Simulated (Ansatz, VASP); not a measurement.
Co2Br in VASP and in Ansatz

The input INCAR:

```
SYSTEM = Co2Br
ALGO = Normal
EDIFF = 1E-6
ENCUT = 520
GGA = PE
ISIF = 2
ISMEAR = 0
ISPIN = 2
LASPH = .TRUE.
LCHARG = .FALSE.
LMAXMIX = 4
LORBIT = 11
LREAL = .FALSE.
LWAVE = .FALSE.
MAGMOM = 3 3 3 3 0 0
NBANDS = 38
NELM = 150
PREC = Accurate
SIGMA = 0.1
```

File KPOINTS:

```
k-points
0
G
  6 6 4
  0 0 0
```

POSCAR

```
Co2Br
1.0
    3.9209695155      0.0000000000      0.0000000000
    0.0000000000      3.9209695155      0.0000000000
    0.0000000000      0.0000000000      5.9826215728
Co Br
4 2
Direct
    0.0000000000      0.0000000000      0.0000000000
    0.5000000000      0.5000000000      0.0000000000
    0.0000000000      0.5000000000      0.2700000000
    0.5000000000      0.0000000000      0.7300000000
    0.0000000000      0.5000000000      0.7000000000
    0.5000000000      0.0000000000      0.3000000000
```

Input for Ansatz:

```yaml
crystal:
  lattice:
    - [3.9209695155, 0.0, 0.0]
    - [0.0, 3.9209695155, 0.0]
    - [0.0, 0.0, 5.9826215728]
  atoms:
    - { symbol: Co, position: [0.0, 0.0, 0.0], spin: 3.0 }
    - { symbol: Co, position: [0.5, 0.5, 0.0], spin: 3.0 }
    - { symbol: Co, position: [0.0, 0.5, 0.27], spin: 3.0 }
    - { symbol: Co, position: [0.5, 0.0, 0.73], spin: 3.0 }
    - { symbol: Br, position: [0.0, 0.5, 0.7] }
    - { symbol: Br, position: [0.5, 0.0, 0.3] }
basis:
  ecutwfc: 420
kpoints:
  mp_grid: { grid: [6, 6, 4] }
hamiltonian:
  xc: pbe
scf:
  occupations: { method: gaussian, width: 0.1 }
  lower_state_search: "off"
output:
  forces: true
  stress: true
  eigenvalues: true
  populations: true
magnetization:
  spin_polarized: true
```

Alike in both runs: task single point; functional PBE; k mesh 6 × 6 × 4; occupations gaussian, width 0.1 eV; collinear spin.

|  | VASP | Ansatz |
| --- | --- | --- |
| version | VASP 6.6.1 | Ansatz 0.2.0 |
| potentials or method | VASP PAW PBE potentials, release 64 (Co, Br), cutoff 520 eV | scalar-relativistic, plane waves, PAW |
| valence electrons in the cell | 50 | 82 |

|  | VASP | Ansatz | Ansatz less VASP |
| --- | --- | --- | --- |
| gap on the k mesh at the Fermi level (eV) | none | none | - |
| pressure (GPa) | -1.2 | -1.0 | +0.17 |
| traceless stress, the component that is largest in VASP (GPa) | 1.49 | 1.49 | +0.008 |
| rms of the force components (eV/Å) | 0.456 | 0.473 | +0.0169 |
| net moment per atom (μB) | 1.12 | 1.12 | +0.005 |
| size of the moment on the site where the two differ most (μB) | 1.61 | 1.65 | +0.043 |

Site moments also hang on the region over which each program counts them. Atom by atom the forces differ by 0.019 eV/Å (rms over components). A gap of «none» marks a metal or a gap that the smearing closes. With one functional, cell and mesh, what is left measures potentials, basis and numerics. VASP's potentials hold 50 valence electrons a cell and Ansatz's 82, so a difference there can come from the potentials and not from the codes.
